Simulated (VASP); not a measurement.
Here is a VASP 6.6.1 calculation.

Contents of INCAR:

```
SYSTEM = FeO
PREC     = Accurate       ! precision mode
ENCUT    = 520            ! plane-wave cutoff, eV
EDIFF    = 1E-7           ! SCF threshold, eV
ISMEAR   = 0              ! smearing method
SIGMA    = 0.05           ! smearing width, eV
LREAL    = .FALSE.        ! projectors in reciprocal space
LASPH    = .TRUE.         ! aspherical terms in the spheres
NELM     = 150            ! most SCF steps
ALGO     = Normal         ! electronic algorithm
ISIF     = 2              ! what is computed and relaxed
LWAVE    = .FALSE.        ! write WAVECAR
LCHARG   = .FALSE.        ! write CHGCAR
ISPIN    = 2              ! spin polarisation
MAGMOM   = 4 -4 0 0       ! initial moments
LORBIT   = 11             ! projections on sites
LMAXMIX  = 4              ! l up to which the mixer works
LDAU     = .TRUE.         ! DFT+U
LDAUTYPE = 2            
LDAUL    = 2 -1           ! shell
LDAUU    = 5 0            ! U, eV
LDAUJ    = 0 0          
LDAUPRINT= 1            
GGA      = PE             ! functional
NBANDS   = 26             ! bands
```

The input KPOINTS:

```
regular mesh
0
G
  10 10 5
  0 0 0
```

File POSCAR:

```
FeO
1.0
    1.5176821106      0.8762341751      2.5157945753
   -1.5176821106      0.8762341751      2.5157945753
    0.0000000000     -3.5049367004      5.0315891506
Fe O
2 2
Direct
    0.0000000000      0.0000000000      0.0000000000
    0.0000000000      0.0000000000      0.5000000000
    0.5000000000      0.5000000000      0.2500000000
    0.5000000000      0.5000000000      0.7500000000
```

Potentials or basis: VASP PAW PBE potentials, release 64 (Fe, O).

Launch:

```bash
$ cat potpaw_PBE.64/Fe/POTCAR potpaw_PBE.64/O/POTCAR > POTCAR
$ mpirun -np 1 vasp_std > vasp.out
```

What does it give for the band gap on the k mesh?

2.18 eV.

What does it give for the site moments?

Fe +3.74, -3.74; O +0.00 μB.

Estimate the net moment.

0.00 μB per cell.

Estimate the pressure.

6.7 GPa.

Eigenvalues of the final occupation matrices:
| site | spin | trace | eigenvalues |
| --- | --- | --- | --- |
| site 1 d | 1 | 4.95 | 0.97 0.97 0.97 1.02 1.02 |
| site 1 d | 2 | 1.23 | 0.03 0.03 0.10 0.11 0.96 |
| site 2 d | 1 | 1.23 | 0.03 0.03 0.10 0.11 0.96 |
| site 2 d | 2 | 4.95 | 0.97 0.97 0.97 1.02 1.02 |

Caveat: the stress differs along the axes, from 3 to 10 GPa. The state reached can hang on the start; a lower one may exist.
